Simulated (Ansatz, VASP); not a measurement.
Ti: VASP beside Ansatz

Contents of POSCAR:

```
Ti
1.0
    2.9357969427      0.0000000000      0.0000000000
   -1.4678984714      2.5424747328      0.0000000000
    0.0000000000      0.0000000000      4.6361929056
Ti
2
Direct
    0.3333333333      0.6666666667      0.2500000000
    0.6666666667      0.3333333333      0.7500000000
```

File INCAR.step1:

```
ALGO = Normal ; EDIFF = 1E-4
ENCUT = 520 ; GGA = PE
ISMEAR = 0 ; LASPH = True
LCHARG = False ; LREAL = False
LWAVE = True ; NBANDS = 19
NELM = 100 ; PREC = Accurate
SIGMA = 0.1
```

INCAR.step2

```
ALGO = Normal ; EDIFF = 1E-6
ENCUT = 520 ; ISIF = 2
ISMEAR = 0 ; ISTART = 1
LASPH = True ; LCHARG = False
LMIXTAU = True ; LREAL = False
LWAVE = False ; METAGGA = R2SCAN
NBANDS = 19 ; NELM = 100
PREC = Accurate ; SIGMA = 0.1
```

File KPOINTS:

```
k-points
0
Gamma
  24 24 12
```

Input for Ansatz:

```yaml
crystal:
  lattice:
    - [2.9357969427, 0.0, 0.0]
    - [-1.4678984714, 2.5424747328, 0.0]
    - [0.0, 0.0, 4.6361929056]
  atoms:
    - { symbol: Ti, position: [0.3333333333, 0.6666666667, 0.25] }
    - { symbol: Ti, position: [0.6666666667, 0.3333333333, 0.75] }
basis:
  ecutwfc: 500
kpoints:
  mp_grid: { grid: [24, 24, 12] }
hamiltonian:
  xc: r2scan
scf:
  occupations: { method: gaussian, width: 0.1 }
output:
  forces: true
  stress: true
  eigenvalues: true
```

Alike in both runs: task single point; functional r2SCAN; k mesh 24 × 24 × 12; occupations gaussian, width 0.1 eV; no spin polarisation.

|  | VASP | Ansatz |
| --- | --- | --- |
| version | VASP 6.6.1 | Ansatz 0.2.0 |
| potentials or method | VASP PAW PBE potentials, release 64 (Ti_sv), cutoff 520 eV | scalar-relativistic, plane waves, PAW |
| valence electrons in the cell | 24 | 24 |

|  | VASP | Ansatz | Ansatz less VASP |
| --- | --- | --- | --- |
| gap on the k mesh at the Fermi level (eV) | none | none | - |
| pressure (GPa) | 0.4 | 0.0 | -0.36 |

VASP's potentials were made for PBE, not for r2SCAN. A gap of «none» marks a metal or a gap that the smearing closes.
